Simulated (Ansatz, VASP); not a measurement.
AlGa3Sb2 in VASP and in Ansatz

The input INCAR:

```
  PREC = Accurate
  ENCUT = 600
  EDIFF = 1E-6
  ISMEAR = 0
  SIGMA = 0.1
  LREAL = F
  LASPH = T
  NELM = 80
  ALGO = Normal
  ISIF = 3
  LWAVE = F
  LCHARG = F
  GGA = PE
  IBRION = 2
  NSW = 90
  EDIFFG = -0.04
```

KPOINTS

```
Automatic mesh
0
Gamma
  6 6 2
```

The input POSCAR:

```
AlGa3Sb2
1.0
    4.4900848800      0.0000000000      0.0000000000
   -2.2450424400      3.8885275700      0.0000000000
    0.0000000000      0.0000000000      8.1951744700
Al Ga Sb
1 3 2
Direct
    0.0000000000      0.0000000000      0.0000000000
    0.3333333300      0.6666666700      0.5000000000
    0.6666666700      0.3333333300      0.5000000000
    0.0000000000      0.0000000000      0.5000000000
    0.0000000000      0.0000000000      0.7508386300
    0.0000000000      0.0000000000      0.2491613700
```

Input for Ansatz:

```yaml
crystal:
  lattice:
    - [4.49008488, 0.0, 0.0]
    - [-2.24504244, 3.88852757, 0.0]
    - [0.0, 0.0, 8.19517447]
  atoms:
    - { symbol: Al, position: [0.0, 0.0, 0.0] }
    - { symbol: Ga, position: [0.33333333, 0.66666667, 0.5] }
    - { symbol: Ga, position: [0.66666667, 0.33333333, 0.5] }
    - { symbol: Ga, position: [0.0, 0.0, 0.5] }
    - { symbol: Sb, position: [0.0, 0.0, 0.75083863] }
    - { symbol: Sb, position: [0.0, 0.0, 0.24916137] }
basis:
  ecutwfc: 420
kpoints:
  mp_grid: { grid: [6, 6, 2] }
hamiltonian:
  xc: pbe
scf:
  occupations: { method: gaussian, width: 0.1 }
  lower_state_search: "off"
output:
  forces: true
  stress: true
  eigenvalues: true
relax:
  adjacent_minimum: "off"
  f_tol: 0.04
  max_steps: 70
  cell: { stress_tol: 0.4 }
```

Alike in both runs: task relaxation of cell and atoms; functional PBE; k mesh 6 × 6 × 2; occupations gaussian, width 0.1 eV; no spin polarisation.

```csv
,VASP,Ansatz
version,VASP 6.6.1,Ansatz 0.2.0
potentials or method,"VASP PAW PBE potentials, release 64 (Al, Ga_d, Sb), cutoff 600 eV","scalar-relativistic, plane waves, PAW"
valence electrons in the cell,52,72
```

|  | VASP | Ansatz | Ansatz less VASP |
| --- | --- | --- | --- |
| gap on the k mesh at the Fermi level, each at its own relaxed structure (eV) | none | none | - |
| relaxed volume (Å³/atom) | 35.42 | 35.90 | +0.477 |
| relaxed cell length with the largest relative difference (Å) | 4.818 | 4.857 | +0.0386 |

A gap of «none» marks a metal or a gap that the smearing closes. VASP's potentials hold 52 valence electrons a cell and Ansatz's 72, so a difference there can come from the potentials and not from the codes.

The k mesh is coarse, so the values compare programs but aren't converged. Neither program's run includes spin-orbit coupling. Noted on VASP's run: the volume moved by over 15 % at a fixed basis, so the end points are rough.
